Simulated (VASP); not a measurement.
# CdS (Hawleyite) (I-4m2) in VASP: further runs, part 2 of 2

VASP 6.6.1. Earlier steps stand in the parts before.

## Step 4: Single point, PBE (z stretched by -1 %, then relaxed in part)

Contents of INCAR:

```
SYSTEM = CdS
PREC     = Accurate       ! precision mode
ENCUT    = 520            ! plane-wave cutoff, eV
EDIFF    = 1E-7           ! SCF threshold, eV
ISMEAR   = -1             ! smearing method
SIGMA    = 0.02           ! smearing width, eV
LREAL    = .False.        ! projectors in reciprocal space
LASPH    = .True.         ! aspherical terms in the spheres
NELM     = 100            ! most SCF steps
ALGO     = Normal         ! electronic algorithm
ISIF     = 2              ! what is computed and relaxed
LWAVE    = .False.        ! write WAVECAR
LCHARG   = .False.        ! write CHGCAR
GGA      = PE             ! functional
NBANDS   = 16             ! bands
```

Contents of KPOINTS:

```
regular mesh
0
Gamma
  13 13 13
  0 0 0
```

Contents of POSCAR:

```
CdS
1.0
    0.0000000000      2.9165000000      2.8873350000
    2.9165000000      0.0000000000      2.8873350000
    2.9165000000      2.9165000000      0.0000000000
Cd S
1 1
Direct
    0.0000000000      0.0000000000      0.0000000000
    0.2500000000      0.2500000000      0.2500000000
```

Potentials or basis: VASP PAW PBE potentials, release 64 (Cd, S).

On the command line:

```
> cat potpaw_PBE.64/Cd/POTCAR potpaw_PBE.64/S/POTCAR > POTCAR
> mpirun -np 1 vasp_std > vasp.out
```

OUTCAR:

```text
SYSTEM = CdS
   PREC = Accurate
   ENCUT = 520
   EDIFF = 1E-7
   ISMEAR = -1
   LREAL = .False.
   LASPH = .True.
   NELM = 100
   ISIF = 2
   GGA = PE

 ion  position               nearest neighbor table
   1  0.000  0.000  0.000-   2 2.52   2 2.52   2 2.52   2 2.52
   2  0.250  0.250  0.250-   1 2.52   1 2.52   1 2.52   1 2.52

  LATTYP: Found a body centered tetragonal cell.
 ALAT       =     4.1245538547
 C/A-ratio  =     1.4000714267

  Lattice vectors:

 A1 = (   0.0000000000,  -2.9165000000,  -2.8873350000)
 A2 = (   0.0000000000,   2.9165000000,  -2.8873350000)
 A3 = (   2.9165000000,   0.0000000000,   2.8873350000)

Analysis of symmetry for initial positions (statically):
=====================================================================
 Subroutine PRICEL returns:
 Original cell was already a primitive cell.

 Routine SETGRP: Setting up the symmetry group for a
 body centered tetragonal supercell.

 Subroutine GETGRP returns: Found  8 space group operations
 (whereof  8 operations were pure point group operations)
 out of a pool of 16 trial point group operations.

The static configuration has the point symmetry D_2d.

Analysis of symmetry for dynamics (positions and initial velocities):
=====================================================================
 Subroutine PRICEL returns:
 Original cell was already a primitive cell.

 Routine SETGRP: Setting up the symmetry group for a
 body centered tetragonal supercell.

 Subroutine GETGRP returns: Found  8 space group operations
 (whereof  8 operations were pure point group operations)
 out of a pool of 16 trial point group operations.

The dynamic configuration has the point symmetry D_2d.

 Subroutine INISYM returns: Found  8 space group operations
[... 103 lines left out ...]
   ISIF   =      2    stress and relaxation
   ISYM   =      2    0-nonsym 1-usesym 2-fastsym
   POTIM  = 0.5000    time-step for ionic-motion
   TEBEG  =    0.0;   TEEND  =   0.0 temperature during run
   PSTRESS=    0.0 pullay stress
   NELECT =      18.0000    total number of electrons
   NUPDOWN=      -1.0000    fix difference up-down
   EMIN   =  10.00;   EMAX   =-10.00  energy-range for DOS
   EFERMI =   0.00;   METHOD = LEGACY
   ISMEAR =    -1;   SIGMA  =   0.02  broadening in eV -4-tet -1-fermi 0-gaus
   EFERMI_NEDOS =   21; number of points for ismear=-14 and -15
   IALGO  =     38    algorithm
   IMIX   =      4    mixing-type and parameters
     AMIX     =   0.40;   BMIX     =  1.00
     AMIX_MAG =   1.60;   BMIX_MAG =  1.00
  volume/ion in A,a.u.               =      24.56       165.74
  Fermi-wavevector in a.u.,A,eV,Ry     =   1.171517  2.213846 18.673347  1.372452
  Thomas-Fermi vector in A             =   2.307960
   LORBIT       =      0    0 simple, 1 ext, 2 COOP (PROOUT), +10 PAW based schemes
   GGA     = PE    functional components
   LHFCALC =     F    Hartree Fock is set to
   AEXX    =    0.0000 exact exchange contribution
   IVDW    =     0    specifies the selected vdW correction
   LEPSILON=     F    determine dielectric tensor
   LRPA    =     F    only Hartree local field effects (RPA)
 non-spin polarized calculation
  energy-cutoff  :      520.00
  volume of cell :       49.12
 maximum number of plane-waves:      1355
   NGX = 15   NGY = 15   NGZ = 15

 number of electron      18.0000003 magnetization

 Free energy of the ion-electron system (eV)
  ---------------------------------------------------
  ext. energy  EPLUGINS =         0.00000000
  ---------------------------------------------------
  free energy    TOTEN  =        -6.11035321 eV

  energy without entropy =       -6.11035321  energy(sigma->0) =       -6.11035321

 E-fermi :   1.8427     XC(G=0):  -9.1972

 val. band max:        1.4204497204   @ k =   0.0000   0.0000   0.0000
 cond. band min:       2.5725047390   @ k =   0.0000   0.0000   0.0000
 fundamental gap:      1.1520550186
 Fermi energy:         1.8426518908

 k-point     1 :       0.0000    0.0000    0.0000
  band No.  band energies     occupation
      1     -11.0312      2.00000
      2      -6.3661      2.00000
      3      -6.3661      2.00000
      4      -6.3601      2.00000
      5      -5.8725      2.00000
      6      -5.8682      2.00000
[... 433 lines left out ...]
      3      -6.1930      2.00000
      4      -5.9167      2.00000
      5      -5.8209      2.00000
      6      -5.5500      2.00000
[... 8 lines left out ...]
     15      14.0804      0.00000
     16      14.1536      0.00000

 [... further k-points ...]
[... 5 lines left out ...]
  --------------------------------------------------------------------------------------
  -------------------------------------------------------------------------------------
  Total        1.1807320      1.1807320      1.2265621      0.0000000      0.0000000     -0.0000000
  in kB       38.5133029     38.5133029     40.0081972      0.0000000      0.0000000     -0.0000000
  external PRESSURE =      39.0116010 kB  Pullay stress =       0.0000000 kB

 VOLUME and BASIS-vectors are now :
 -----------------------------------------------------------------------------
  energy-cutoff  :      520.00
  volume of cell :       49.12
      direct lattice vectors                 reciprocal lattice vectors
     0.000000000  2.916500000  2.887335000    -0.171438368  0.171438368  0.173170069
     2.916500000  0.000000000  2.887335000     0.171438368 -0.171438368  0.173170069
     2.916500000  2.916500000  0.000000000     0.171438368  0.171438368 -0.173170069

 POSITION                                       TOTAL-FORCE (eV/Angst)
 -----------------------------------------------------------------------------------
      0.00000      0.00000      0.00000        -0.000000     -0.000000     -0.000000
      1.45825      1.45825      1.44367         0.000000      0.000000      0.000000
 -----------------------------------------------------------------------------------
    total drift:                               -0.000000     -0.000000     -0.000000

  FREE ENERGIE OF THE ION-ELECTRON SYSTEM (eV)
  ---------------------------------------------------
  free  energy   TOTEN  =        -6.1103532101 eV

  energy  without entropy=       -6.1103532101  energy(sigma->0) =       -6.11035321
```

OSZICAR:

```text
N       E                     dE             d eps       ncg     rms          rms(c)
DAV:   1     0.110587982106E+03    0.11059E+03   -0.91173E+03  6360   0.103E+03
DAV:   2    -0.236634475311E+01   -0.11295E+03   -0.10643E+03  7704   0.255E+02
DAV:   3    -0.662689641481E+01   -0.42606E+01   -0.42528E+01  7832   0.518E+01
DAV:   4    -0.665276330542E+01   -0.25867E-01   -0.25865E-01  7920   0.397E+00
DAV:   5    -0.665310716790E+01   -0.34386E-03   -0.34386E-03  7760   0.434E-01    0.830E+00
DAV:   6    -0.612967507781E+01    0.52343E+00   -0.82912E-01  9616   0.116E+01    0.663E+00
DAV:   7    -0.610994326599E+01    0.19732E-01   -0.20114E-01  8200   0.307E+00    0.320E+00
DAV:   8    -0.611024763806E+01   -0.30437E-03   -0.18591E-02  7640   0.174E+00    0.318E-01
DAV:   9    -0.611016396689E+01    0.83671E-04   -0.21393E-03  7824   0.696E-01    0.580E-02
DAV:  10    -0.611027982286E+01   -0.11586E-03   -0.24283E-04  8040   0.162E-01    0.648E-02
DAV:  11    -0.611035965264E+01   -0.79830E-04   -0.12431E-04  7688   0.902E-02    0.212E-02
DAV:  12    -0.611035225961E+01    0.73930E-05   -0.24988E-05  8464   0.662E-02    0.102E-02
DAV:  13    -0.611035353845E+01   -0.12788E-05   -0.44451E-06  7392   0.130E-02    0.134E-02
DAV:  14    -0.611035321946E+01    0.31899E-06   -0.38005E-07  8320   0.347E-03    0.506E-03
DAV:  15    -0.611035321007E+01    0.93974E-08   -0.24077E-08  5192   0.105E-03
   1 F= -.61103532E+01 E0= -.61103532E+01  d E =-.649007E-12
```

stdout:

```text
POSCAR found type information on POSCAR CdS
 POSCAR found :  2 types and       2 ions
 scaLAPACK will be used
 LDA part: xc-table for (Slater+PW92), standard interpolation
 POSCAR, INCAR and KPOINTS ok, starting setup
 FFT: planning ... GRIDC
 FFT: planning ... GRID_SOFT
 FFT: planning ... GRID
 WAVECAR not read
 entering main loop
```

Wall time 64 s (1 thread of Intel Xeon 6975P-C (Granite Rapids), shared host); peak memory 0.29 GiB.

Results:

| Property | Result |
| --- | --- |
| Free energy | -6.1104 eV |
| Pressure | 3.9 GPa |
| Band gap on the k mesh | 1.15 eV, direct |

Caveat: the cell differs from its parent crystal (z stretched by -1 %, then relaxed in part).

## Step 5: Summary

| cell | gap on the mesh (eV) | pressure (GPa) |
| --- | --- | --- |
| a = 4.063, b = 4.063, c = 4.125 Å, angles 59.5, 59.5, 61.0°, 2 atoms | 1.16 | 5.4 |
| a = 4.084, b = 4.084, c = 4.125 Å, angles 59.7, 59.7, 60.7°, 2 atoms | 1.15 | 4.6 |
| a = 4.104, b = 4.104, c = 4.125 Å, angles 59.8, 59.8, 60.3°, 2 atoms | 1.15 | 3.9 |

Alike in all rows: task single point; level PBE; potentials or basis VASP PAW PBE potentials, release 64 (Cd, S); no spin polarisation; k mesh 13 × 13 × 13; cutoff (eV) 520; smearing fermi-dirac 0.02 eV.

Absolute energies hang on the potentials; compare differences alone.
